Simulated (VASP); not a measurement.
Write the native input for VASP 6.6.1 that does the following.

| Item | Value |
| --- | --- |
| Task | relaxation of cell and atoms |
| Functional | PBEsol |
| Potentials or basis | VASP PAW PBE potentials, release 64 (I, K_sv) |
| Cutoff | 600 eV |
| k mesh | 7 × 7 × 7 |
| Occupations | fermi-dirac, width 0.05 eV |
| Spin | no spin polarisation |
| Dipole correction | no |
| Further INCAR settings | ALGO = Normal; EDIFF = 1e-06; IBRION = 2; EDIFFG = -0.02; NSW = 80; ISIF = 3 |

The structure of KI lies in POSCAR:

```
KI
1.0
    0.0000000000      3.5327750000      3.5327750000
    3.5327750000      0.0000000000      3.5327750000
    3.5327750000      3.5327750000      0.0000000000
I K
1 1
Direct
    0.5000000000      0.5000000000      0.5000000000
    0.0000000000      0.0000000000      0.0000000000
```

The input as run:

INCAR

```
SYSTEM = KI
PREC = Accurate ; ENCUT = 600
EDIFF = 1E-6 ; ISMEAR = -1
SIGMA = 0.05 ; LREAL = .FALSE.
LASPH = .TRUE. ; NELM = 60
ALGO = Normal ; ISIF = 3
LWAVE = .FALSE. ; LCHARG = .FALSE.
GGA = PS ; IBRION = 2
NSW = 80 ; EDIFFG = -0.02
```

KPOINTS

```
regular mesh
0
G
  7 7 7
  0 0 0
```

Potentials or basis: VASP PAW PBE potentials, release 64 (I, K_sv).

Run with:

```sh
$ cat potpaw_PBE.64/I/POTCAR potpaw_PBE.64/K_sv/POTCAR > POTCAR
$ mpirun -np 1 vasp_std > vasp.out
```

Results of the run:

| Property | Result |
| --- | --- |
| Relaxed volume | 43.42 Å³/atom |
| Relaxed cell | a = 4.971 Å, b = 4.971 Å, c = 4.971 Å, α = 60.00°, β = 60.00°, γ = 60.00° |
| Space group after relaxing (to 0.1 Å) | Fm-3m (No. 225) |
| Energy gained by relaxing | 0.7 meV/atom |
| Ionic steps | 3 |
| Pressure after relaxing | -0.1 GPa |
| Band gap on the k mesh | 3.85 eV |

Caveat: the PAW data sets were made with another functional, which shifts forces and pressure a little; spin-orbit coupling is left out, which moves the levels of the heavy elements; an odd mesh through Γ misses points on the zone boundary, where band edges can lie.

It took 100 s on 1 thread of Intel Xeon 8259CL, on a shared host, peak memory 0.25 GiB.
